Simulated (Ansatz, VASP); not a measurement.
## HfN in VASP and in Ansatz

```
Hf N
1.0
     3.13391    0.00000    0.00000
    -1.56695    2.71404    0.00000
     0.00000    0.00000    5.41677
Hf N
2 2
Direct
  0.33333 0.66667 0.25000
  0.66667 0.33333 0.75000
  0.00000 0.00000 0.50000
  0.00000 0.00000 0.00000
```

Alike in both runs: task single point; functional LDA; k mesh 10 × 10 × 5; occupations fermi-dirac, width 0.05 eV; no spin polarisation.

|  | VASP | Ansatz |
| --- | --- | --- |
| version | VASP 6.6.1 | Ansatz 0.2.0 |
| potentials or method | VASP PAW LDA potentials, release 64 (Hf_pv, N), cutoff 520 eV | all-electron LAPW, scalar-relativistic |

Ansatz gave:

| Item | Value |
| --- | --- |
| gap on the k mesh at the Fermi level (eV) | none |
| pressure (GPa) | -8.8 |
| traceless stress, the component that is largest in VASP (GPa) | -0.49 |

Task: Estimate VASP's values.

Result: gap on the k mesh at the Fermi level (eV): none; pressure (GPa): -10.1; traceless stress, the component that is largest in VASP (GPa): -0.45.

LDA's correlation is that of Perdew and Zunger in VASP and of Perdew and Wang (1992) in Ansatz. A gap of «none» marks a metal or a gap that the smearing closes. Ansatz ran all-electron here, and VASP with PAW potentials.

Spin-orbit coupling is off throughout.
